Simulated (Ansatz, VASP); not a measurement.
# Bi3Te2S in VASP and in Ansatz

```
Bi Te S
1.0
     7.00341    0.00000    0.00000
    -3.50170    6.06513    0.00000
     0.00000    0.00000    4.29802
Bi Te S
3 2 1
Direct
  0.70619 0.00000 0.52511
  0.00000 0.70619 0.52511
  0.29381 0.29381 0.52511
  0.33333 0.66667 0.02656
  0.66667 0.33333 0.02656
  0.00000 0.00000 0.02815
```

Alike in both runs: functional PBE; k mesh 6 × 6 × 6; occupations gaussian, width 0.1 eV; no spin polarisation.

Ansatz relaxed the structure, and its values are those at the end. VASP's run is a single point on that final structure, the one shown.

|  | VASP | Ansatz |
| --- | --- | --- |
| version | VASP 6.6.1 | Ansatz 0.2.0 |
| potentials or method | VASP PAW PBE potentials, release 64 (Bi_d, Te, S), cutoff 520 eV | scalar-relativistic, plane waves, PAW |
| valence electrons in the cell | 63 | 83 |

Ansatz gave:

- gap on the k mesh at the Fermi level (eV): none
- pressure (GPa): 0.0

Task: Estimate VASP's values.

Result: gap on the k mesh at the Fermi level (eV): none; pressure (GPa): -0.1.

A gap of «none» marks a metal or a gap that the smearing closes. The functional is the same, so the differences come from potentials, cutoffs and numerics. VASP's potentials hold 63 valence electrons a cell and Ansatz's 83, so a difference there can come from the potentials and not from the codes.

Neither program's run includes spin-orbit coupling.
